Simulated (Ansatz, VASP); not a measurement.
# Two plane-wave programs on C

```
CELL_PARAMETERS angstrom
0.05350 1.81015 1.81015
1.81015 0.05350 1.81015
1.81015 1.81015 0.05350
ATOMIC_POSITIONS crystal
C 0.50000 0.50000 0.50000
C 0.75000 0.75000 0.75000
```

Change from the starting cell: equal xy, yz and zx shear strains of +3 %, PAW files.

Alike in both runs: task electric field gradients; functional PBE; k mesh 20 × 20 × 20; occupations fermi-dirac, width 0.08 eV; no spin polarisation.

|  | VASP | Ansatz |
| --- | --- | --- |
| version | VASP 6.6.1 | Ansatz 0.2.0 |
| potentials or method | VASP PAW PBE potentials, release 64 (C) | PAW with Ansatz's default frozen-core files, scalar-relativistic |
| plane-wave cutoff (eV) | 520 | 420 |
| valence electrons in the cell | 8 | 8 |

VASP gave:

* gap on the k mesh at the Fermi level (eV): 4.03
* pressure (GPa): 3.8
* traceless stress, the component that is largest in VASP (GPa): -16.53
* rms of the force components (eV/Å): 0.031
* size of Vzz on the site where it differs most (V/Å²): 6.6

Q: Which values does Ansatz return?

A: gap on the k mesh at the Fermi level (eV): 4.03; pressure (GPa): 3.1; traceless stress, the component that is largest in VASP (GPa): -16.43; rms of the force components (eV/Å): 0.023; size of Vzz on the site where it differs most (V/Å²): 6.1.

Atom by atom the forces differ by 0.008 eV/Å (rms over components).
